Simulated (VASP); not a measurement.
# MgO (F-43m) in VASP: further runs

Aim: see how the results for MgO move with the level of theory and the settings. Levels: PBE-based screened hybrid, HSE06+D3(BJ), r2SCAN. Tasks: single point.

All numbers are computed with VASP 6.6.1; they aren't measurements. Logs are shortened: lines on timing, memory, paths and dates and some standing lists are left out, and cuts for length are marked.

### 1 The cell of the first run

It takes space group F-43m (No. 216, cubic). Conventional cell: a = 4.564 Å, b = 4.564 Å, c = 4.564 Å, α = 90.00°, β = 90.00°, γ = 90.00°. Within 2.6 Å of Mg (site symmetry -43m) lie 4 O at 1.98 Å. O (site symmetry -43m) has 4 Mg at 1.98 Å within 2.6 Å.

### 2 Single point, PBE-based screened hybrid

The input, POSCAR:

```
MgO
1.0
    0.0000000000      2.2820056624      2.2820056624
    2.2820056624      0.0000000000      2.2820056624
    2.2820056624      2.2820056624      0.0000000000
Mg O
1 1
Direct
    0.0000000000      0.0000000000      0.0000000000
    0.2500000000      0.2500000000      0.2500000000
```

The input, INCAR.step1:

```
SYSTEM = MgO
  PREC = Accurate
  ENCUT = 520
  EDIFF = 1E-5
  ISMEAR = 0
  SIGMA = 0.01
  LREAL = .FALSE.
  LASPH = .TRUE.
  NELM = 100
  ALGO = Normal
  ISIF = 2
  LWAVE = .TRUE.
  LCHARG = .FALSE.
  NBANDS = 11
  GGA = PE
```

The input, INCAR.step2:

```
SYSTEM = MgO
  PREC = Accurate
  ENCUT = 520
  EDIFF = 1E-6
  ISMEAR = 0
  SIGMA = 0.01
  LREAL = .FALSE.
  LASPH = .TRUE.
  NELM = 100
  ALGO = Normal
  ISIF = 2
  LWAVE = .FALSE.
  LCHARG = .FALSE.
  GGA = PE
  LHFCALC = .TRUE.
  AEXX = 0.75
  HFSCREEN = 0.5
  PRECFOCK = Normal
  NBANDS = 11
  ISTART = 1
```

The input, KPOINTS:

```
regular mesh
0
G
  4 4 4
  0 0 0
```

Potentials or basis: VASP PAW PBE potentials, release 64 (Mg, O).

Command:

```sh
$ cat potpaw_PBE.64/Mg/POTCAR potpaw_PBE.64/O/POTCAR > POTCAR
$ cp INCAR.step1 INCAR
$ mpirun -np 1 vasp_std > vasp.out
$ cp INCAR.step2 INCAR
$ mpirun -np 1 vasp_std > vasp.out
```

OUTCAR:

```text
SYSTEM = MgO
   PREC = Accurate
   ENCUT = 520
   EDIFF = 1E-6
   ISMEAR = 0
   LREAL = .FALSE.
   LASPH = .TRUE.
   NELM = 100
   ISIF = 2
   GGA = PE
   LHFCALC = .TRUE.
   AEXX = 0.75
   HFSCREEN = 0.5
   PRECFOCK = Normal
   ISTART = 1

 ion  position               nearest neighbor table
   1  0.000  0.000  0.000-   2 1.98   2 1.98   2 1.98   2 1.98
   2  0.250  0.250  0.250-   1 1.98   1 1.98   1 1.98   1 1.98

  LATTYP: Found a face centered cubic cell.
 ALAT       =     4.5640113248

  Lattice vectors:

 A1 = (   0.0000000000,   2.2820056624,   2.2820056624)
 A2 = (   2.2820056624,   0.0000000000,   2.2820056624)
 A3 = (   2.2820056624,   2.2820056624,   0.0000000000)

Analysis of symmetry for initial positions (statically):
=====================================================================
 Subroutine PRICEL returns:
 Original cell was already a primitive cell.

 Routine SETGRP: Setting up the symmetry group for a
 face centered cubic supercell.

 Subroutine GETGRP returns: Found 24 space group operations
 (whereof 24 operations were pure point group operations)
 out of a pool of 48 trial point group operations.

The static configuration has the point symmetry T_d .

Analysis of symmetry for dynamics (positions and initial velocities):
=====================================================================
 Subroutine PRICEL returns:
 Original cell was already a primitive cell.

 Routine SETGRP: Setting up the symmetry group for a
 face centered cubic supercell.

 Subroutine GETGRP returns: Found 24 space group operations
 (whereof 24 operations were pure point group operations)
 out of a pool of 48 trial point group operations.

The dynamic configuration has the point symmetry T_d .

 Subroutine INISYM returns: Found 24 space group operations
 (whereof 24 operations are pure point group operations),
 and found     1 'primitive' translations

----------------------------------------------------------------------------------------

                                     Primitive cell

  volume of cell :      23.7673

  direct lattice vectors                    reciprocal lattice vectors
     0.000000000  2.282005662  2.282005662    -0.219105504  0.219105504  0.219105504
     2.282005662  0.000000000  2.282005662     0.219105504 -0.219105504  0.219105504
     2.282005662  2.282005662  0.000000000     0.219105504  0.219105504 -0.219105504

  length of vectors
     3.227243357  3.227243357  3.227243357     0.379501865  0.379501865  0.379501865

  position of ions in fractional coordinates (direct lattice)
     0.000000000  0.000000000  0.000000000
     0.250000000  0.250000000  0.250000000

  ion indices of the primitive-cell ions
   primitive index   ion index
                 1           1
                 2           2

----------------------------------------------------------------------------------------

 KPOINTS: regular mesh

Automatic generation of k-mesh.
 Grid dimensions read from file:
 generate k-points for:    4    4    4

 Generating k-lattice:

  Cartesian coordinates                     Fractional coordinates (reciprocal lattice)
    -0.054776376  0.054776376  0.054776376     0.250000000  0.000000000  0.000000000
     0.054776376 -0.054776376  0.054776376     0.000000000  0.250000000  0.000000000
     0.054776376  0.054776376 -0.054776376     0.000000000  0.000000000  0.250000000

  Length of vectors
     0.094875466  0.094875466  0.094875466

  Shift w.r.t. Gamma in fractional coordinates (k-lattice)
     0.000000000  0.000000000  0.000000000

 Subroutine IBZKPT returns following result:
 ===========================================

 Found      8 irreducible k-points:

 Following reciprocal coordinates:
            Coordinates               Weight
  0.000000  0.000000  0.000000      1.000000
  0.250000  0.000000  0.000000      8.000000
  0.500000  0.000000  0.000000      4.000000
  0.250000  0.250000  0.000000      6.000000
  0.500000  0.250000  0.000000     24.000000
 -0.250000  0.250000  0.000000     12.000000
  0.500000  0.500000  0.000000      3.000000
 -0.250000  0.500000  0.250000      6.000000
   k-points           NKPTS =      8   k-points in BZ     NKDIM =     64   number of bands    NBANDS=     11
   number of dos      NEDOS =    301   number of ions     NIONS =      2
   total plane-waves  NPLWV =  13824
   dimension x,y,z NGX =    24 NGY =   24 NGZ =   24
   dimension x,y,z NGXF=    48 NGYF=   48 NGZF=   48
   ions per type =               1   1
   NGX,Y,Z   is equivalent  to a cutoff of  12.36, 12.36, 12.36 a.u.
   NGXF,Y,Z  is equivalent  to a cutoff of  24.73, 24.73, 24.73 a.u.
 SYSTEM =  MgO
   PREC   = accura    normal or accurate (medium, high low for compatibility)
   ISTART =      1    job   : 0-new  1-cont  2-samecut
   ICHARG =      0    charge: 1-file 2-atom 10-const
   ISPIN  =      1    spin polarized calculation?
   LNONCOLLINEAR =      F non collinear calculations
   LSORBIT =      F    spin-orbit coupling
   LASPH  =      T    aspherical Exc in radial PAW
   ENCUT  =  520.0 eV  38.22 Ry    6.18 a.u.   6.00  6.00  6.00*2*pi/ulx,y,z
   NELM   =    100;   NELMIN=  2; NELMDL=  0     # of ELM steps
   EDIFF  = 0.1E-05   stopping-criterion for ELM
   LREAL  =      F    real-space projection
   EDIFFG = 0.1E-04   stopping-criterion for IOM
   NSW    =      0    number of steps for IOM
   IBRION =     -1    ionic relax: 0-MD 1-quasi-New 2-CG
   NFREE  =      0    steps in history (QN), initial steepest desc. (CG)
   ISIF   =      2    stress and relaxation
   ISYM   =      3    0-nonsym 1-usesym 2-fastsym
   POTIM  = 0.5000    time-step for ionic-motion
   TEBEG  =    0.0;   TEEND  =   0.0 temperature during run
   PSTRESS=    0.0 pullay stress
   NELECT =       8.0000    total number of electrons
   NUPDOWN=      -1.0000    fix difference up-down
   EMIN   =  10.00;   EMAX   =-10.00  energy-range for DOS
   EFERMI =   0.00;   METHOD = LEGACY
   ISMEAR =     0;   SIGMA  =   0.01  broadening in eV -4-tet -1-fermi 0-gaus
   EFERMI_NEDOS =   21; number of points for ismear=-14 and -15
   IALGO  =     38    algorithm
   IMIX   =      1    mixing-type and parameters
     AMIX     =   0.40;   BMIX     =  1.00
     AMIX_MAG =   1.60;   BMIX_MAG =  1.00
  volume/ion in A,a.u.               =      11.88        80.19
  Fermi-wavevector in a.u.,A,eV,Ry     =   1.138793  2.152007 17.644708  1.296849
  Thomas-Fermi vector in A             =   2.275497
   LORBIT       =      0    0 simple, 1 ext, 2 COOP (PROOUT), +10 PAW based schemes
   GGA     = PE    functional components
   LHFCALC =     T    Hartree Fock is set to
   PRECFOCK=normal    Normal, Fast or Accurate (Low or Medium for compatibility)
   ENCUT4O =  -1.0   cutoff for four orbital integrals eV
   NKREDX  =     1    reduce k-point grid by
   NKREDY  =     1    reduce k-point grid by
   NKREDZ  =     1    reduce k-point grid by
   AEXX    =    0.7500 exact exchange contribution
   HFSCREEN=    0.5000 screening length (either q_TF or 0.3 A-1)
   HFSCREENC=   0.5000 screening length for correlation (either q_TF or 0.3 A-1)
   ENCUTFOCK=  -1.0 apply spherical cutoff to Coloumb kernel
   IVDW    =     0    specifies the selected vdW correction
   LEPSILON=     F    determine dielectric tensor
   LRPA    =     F    only Hartree local field effects (RPA)
 non-spin polarized calculation
 Gauss-broadening in eV      SIGMA  =   0.01
  energy-cutoff  :      520.00
  volume of cell :       23.77
 maximum number of plane-waves:       648
  NGX = 20; NGY = 20; NGZ = 20

 number of electron       8.0000007 magnetization

 Free energy of the ion-electron system (eV)
  ---------------------------------------------------
  ext. energy  EPLUGINS =         0.00000000
  ---------------------------------------------------
  free energy    TOTEN  =       -16.46481870 eV

  energy without entropy =      -16.46481870  energy(sigma->0) =      -16.46481870

 E-fermi :  -1.5769     XC(G=0):  -5.8844

 val. band max:       -1.7283014112   @ k =   0.0000   0.0000   0.0000
 cond. band min:       4.9165278604   @ k =   0.0000   0.0000   0.0000
 fundamental gap:      6.6448292716
 Fermi energy:        -1.5769373311

 k-point     1 :       0.0000    0.0000    0.0000
  band No.  band energies     occupation
      1     -21.5028      2.00000
      2      -1.7283      2.00000
      3      -1.7283      2.00000
      4      -1.7283      2.00000
      5       4.9165      0.00000
      6      18.7177      0.00000
      7      18.7177      0.00000
      8      18.7177      0.00000
      9      22.4002      0.00000
     10      22.4003      0.00000
     11      22.5506      0.00000

 k-point     2 :       0.2500    0.0000    0.0000
  band No.  band energies     occupation
      1     -21.1642      2.00000
      2      -3.5646      2.00000
      3      -1.8397      2.00000
      4      -1.8397      2.00000
      5       7.3387      0.00000
      6      15.0516      0.00000
      7      17.6482      0.00000
      8      17.6482      0.00000
      9      21.2116      0.00000
     10      21.2940      0.00000
     11      21.2940      0.00000

 k-point     3 :       0.5000    0.0000    0.0000
  band No.  band energies     occupation
      1     -20.8005      2.00000
      2      -4.9154      2.00000
      3      -1.9473      2.00000
      4      -1.9473      2.00000
      5      10.3652      0.00000
      6      11.4490      0.00000
      7      16.3583      0.00000
      8      16.3583      0.00000
      9      21.7937      0.00000
     10      24.3408      0.00000
     11      24.3408      0.00000
[... 43 lines left out ...]
 k-point     7 :       0.5000    0.5000    0.0000
  band No.  band energies     occupation
      1     -20.5882      2.00000
      2      -4.4428      2.00000
      3      -2.5665      2.00000
      4      -2.5665      2.00000
      5       7.5651      0.00000
      6      13.2247      0.00000
      7      16.4300      0.00000
      8      19.0642      0.00000
      9      19.0642      0.00000
     10      24.6584      0.00000
     11      28.9956      0.00000

 k-point     8 :      -0.2500    0.5000    0.2500
  band No.  band energies     occupation
      1     -20.5822      2.00000
      2      -3.6403      2.00000
      3      -3.5049      2.00000
      4      -2.8126      2.00000
      5       9.0969      0.00000
      6      13.4037      0.00000
      7      15.8151      0.00000
      8      16.2300      0.00000
      9      22.6648      0.00000
     10      22.6954      0.00000
     11      27.2132      0.00000

------------------------ aborting loop because EDIFF is reached ----------------------------------------

  FORCE on cell =-STRESS in cart. coord.  units (eV):
  Direction    XX          YY          ZZ          XY          YZ          ZX
  --------------------------------------------------------------------------------------
  -------------------------------------------------------------------------------------
  Total       -0.8217661     -0.8217661     -0.8217661      0.0000000      0.0000000     -0.0000000
  in kB      -55.3960291    -55.3960291    -55.3960291      0.0000000      0.0000000     -0.0000000
  external PRESSURE =     -55.3960291 kB  Pullay stress =       0.0000000 kB

 VOLUME and BASIS-vectors are now :
 -----------------------------------------------------------------------------
  energy-cutoff  :      520.00
  volume of cell :       23.77
      direct lattice vectors                 reciprocal lattice vectors
     0.000000000  2.282005662  2.282005662    -0.219105504  0.219105504  0.219105504
     2.282005662  0.000000000  2.282005662     0.219105504 -0.219105504  0.219105504
     2.282005662  2.282005662  0.000000000     0.219105504  0.219105504 -0.219105504

 POSITION                                       TOTAL-FORCE (eV/Angst)
 -----------------------------------------------------------------------------------
      0.00000      0.00000      0.00000        -0.000000     -0.000000     -0.000000
      1.14100      1.14100      1.14100         0.000000      0.000000      0.000000
 -----------------------------------------------------------------------------------
    total drift:                                0.000002     -0.000005     -0.000002

  FREE ENERGIE OF THE ION-ELECTRON SYSTEM (eV)
  ---------------------------------------------------
  free  energy   TOTEN  =       -16.4648187019 eV

  energy  without entropy=      -16.4648187019  energy(sigma->0) =      -16.46481870
```

It took 55 s on 1 thread of Intel Xeon Platinum 8559C (Emerald Rapids), shared host; peak memory 0.25 GiB.

What came out:

| Quantity | Value |
| --- | --- |
| Free energy | -16.4648 eV |
| Pressure | -5.5 GPa |
| Band gap on the k mesh | 6.64 eV, direct |

Levels at points of the mesh, in eV from the valence-band top:
```tsv
k point	band 2	band 3	band 4	band 5	band 6	band 7
(0.00, 0.00, 0.00)	0.00	0.00	0.00	6.64	20.45	20.45
(0.50, 0.00, 0.00)	-3.19	-0.22	-0.22	12.09	13.18	18.09
(0.50, 0.50, 0.00)	-2.71	-0.84	-0.84	9.29	14.95	18.16
```

Caveat: the k points lie up to 0.60 Å⁻¹ apart; the PAW data sets were made with another functional, which shifts forces and pressure a little.

### 3 Single point, HSE06+D3(BJ)

POSCAR is that of step 2.

The input, INCAR.step1:

```
SYSTEM = MgO
PREC = Accurate
ENCUT = 520
EDIFF = 1E-5
ISMEAR = 0
SIGMA = 0.01
LREAL = .FALSE.
LASPH = .TRUE.
NELM = 60
ALGO = Normal
ISIF = 2
LWAVE = .TRUE.
LCHARG = .FALSE.
NBANDS = 11
GGA = PE
```

The input, INCAR.step2:

```
SYSTEM = MgO
PREC = Accurate
ENCUT = 520
EDIFF = 1E-6
ISMEAR = 0
SIGMA = 0.01
LREAL = .FALSE.
LASPH = .TRUE.
NELM = 60
ALGO = Normal
ISIF = 2
LWAVE = .FALSE.
LCHARG = .FALSE.
GGA = PE
LHFCALC = .TRUE.
HFSCREEN = 0.2079
PRECFOCK = Normal
IVDW = 12
VDW_S6 = 1.0
VDW_S8 = 2.31
VDW_A1 = 0.383
VDW_A2 = 5.685
NBANDS = 11
ISTART = 1
```

The input, KPOINTS:

```
Automatic mesh
0
G
  4 4 4
  0 0 0
```

Potentials or basis: VASP PAW PBE potentials, release 64 (Mg, O).

Command:

```sh
$ cat potpaw_PBE.64/Mg/POTCAR potpaw_PBE.64/O/POTCAR > POTCAR
$ cp INCAR.step1 INCAR
$ mpirun -np 1 vasp_std > vasp.out
$ cp INCAR.step2 INCAR
$ mpirun -np 1 vasp_std > vasp.out
```

OUTCAR:

```text
SYSTEM = MgO
   PREC = Accurate
   ENCUT = 520
   EDIFF = 1E-6
   ISMEAR = 0
   LREAL = .FALSE.
   LASPH = .TRUE.
   NELM = 60
   ISIF = 2
   GGA = PE
   LHFCALC = .TRUE.
   HFSCREEN = 0.2079
   PRECFOCK = Normal
   IVDW = 12
   ISTART = 1
 IVDW          = 12

 ion  position               nearest neighbor table
   1  0.000  0.000  0.000-   2 1.98   2 1.98   2 1.98   2 1.98
   2  0.250  0.250  0.250-   1 1.98   1 1.98   1 1.98   1 1.98

  LATTYP: Found a face centered cubic cell.
 ALAT       =     4.5640113248

  Lattice vectors:

 A1 = (   0.0000000000,   2.2820056624,   2.2820056624)
 A2 = (   2.2820056624,   0.0000000000,   2.2820056624)
 A3 = (   2.2820056624,   2.2820056624,   0.0000000000)

Analysis of symmetry for initial positions (statically):
=====================================================================
 Subroutine PRICEL returns:
 Original cell was already a primitive cell.

 Routine SETGRP: Setting up the symmetry group for a
 face centered cubic supercell.

 Subroutine GETGRP returns: Found 24 space group operations
 (whereof 24 operations were pure point group operations)
[... 165 lines left out ...]
      2      -0.4509      2.00000
      3      -0.4509      2.00000
      4      -0.4509      2.00000
      5       4.7992      0.00000
      6      18.3573      0.00000
      7      18.3573      0.00000
      8      18.3573      0.00000
      9      21.9419      0.00000
     10      21.9420      0.00000
     11      22.0400      0.00000
[... 85 lines left out ...]
 k-point     8 :      -0.2500    0.5000    0.2500
  band No.  band energies     occupation
      1     -16.9065      2.00000
      2      -2.3507      2.00000
      3      -2.1850      2.00000
      4      -1.5566      2.00000
      5       8.9559      0.00000
      6      13.0682      0.00000
      7      15.4441      0.00000
      8      15.6362      0.00000
      9      22.0706      0.00000
     10      22.1926      0.00000
     11      26.4596      0.00000

------------------------ aborting loop because EDIFF is reached ----------------------------------------

 Edisp (eV)   -0.52593

 E8    (eV) :    -0.3214

  FORCE on cell =-STRESS in cart. coord.  units (eV):
  Direction    XX          YY          ZZ          XY          YZ          ZX
  --------------------------------------------------------------------------------------
  -------------------------------------------------------------------------------------
  Total      -0.55155    -0.55155    -0.55155     0.00000     0.00000     0.00000
  in kB     -37.18047   -37.18047   -37.18047     0.00000     0.00000     0.00000
  external pressure =      -37.18 kB  Pullay stress =        0.00 kB

 VOLUME and BASIS-vectors are now :
 -----------------------------------------------------------------------------
  energy-cutoff  :      520.00
  volume of cell :       23.77
      direct lattice vectors                 reciprocal lattice vectors
     0.000000000  2.282005662  2.282005662    -0.219105504  0.219105504  0.219105504
     2.282005662  0.000000000  2.282005662     0.219105504 -0.219105504  0.219105504
     2.282005662  2.282005662  0.000000000     0.219105504  0.219105504 -0.219105504

 POSITION                                       TOTAL-FORCE (eV/Angst)
 -----------------------------------------------------------------------------------
      0.00000      0.00000      0.00000        -0.000000     -0.000000     -0.000000
      1.14100      1.14100      1.14100         0.000000      0.000000      0.000000
 -----------------------------------------------------------------------------------
    total drift:                                0.000001     -0.000002     -0.000001

  FREE ENERGIE OF THE ION-ELECTRON SYSTEM (eV)
  ---------------------------------------------------
  free  energy   TOTEN  =       -14.4630037096 eV

  energy  without entropy=      -14.4630037096  energy(sigma->0) =      -14.46300371
```

OSZICAR.step1:

```text
N       E                     dE             d eps       ncg     rms          rms(c)
DAV:   1     0.158280751728E+02    0.15828E+02   -0.42797E+03   192   0.628E+02
DAV:   2    -0.131808705536E+02   -0.29009E+02   -0.28590E+02   200   0.136E+02
DAV:   3    -0.138694300621E+02   -0.68856E+00   -0.68816E+00   226   0.195E+01
DAV:   4    -0.138716323280E+02   -0.22023E-02   -0.22022E-02   191   0.124E+00
DAV:   5    -0.138716420317E+02   -0.97037E-05   -0.97036E-05   217   0.806E-02    0.834E+00
DAV:   6    -0.117189515422E+02    0.21527E+01   -0.13360E+01   188   0.192E+01    0.275E+00
DAV:   7    -0.116921581566E+02    0.26793E-01   -0.11882E-01   191   0.264E+00    0.154E+00
DAV:   8    -0.116884737113E+02    0.36844E-02   -0.49371E-02   185   0.244E+00    0.378E-01
DAV:   9    -0.116875877100E+02    0.88600E-03   -0.91651E-04   208   0.208E-01    0.250E-01
DAV:  10    -0.116873832388E+02    0.20447E-03   -0.20811E-03   179   0.326E-01    0.125E-02
DAV:  11    -0.116873928866E+02   -0.96479E-05   -0.18023E-05   209   0.290E-02
   1 F= -.11687393E+02 E0= -.11687393E+02  d E =-.105215E-56
```

It took 48 s on 1 thread of Intel Xeon Platinum 8559C (Emerald Rapids), shared host; peak memory 0.26 GiB.

Results:

* Free energy: -14.4630 eV
* Pressure: -3.7 GPa
* Band gap on the k mesh: 5.25 eV, direct
* Dispersion energy per atom: -0.263 eV

Caveat: the k points lie up to 0.60 Å⁻¹ apart; the PAW data sets were made with another functional, which shifts forces and pressure a little.

(Continued in part 2 of 2.)
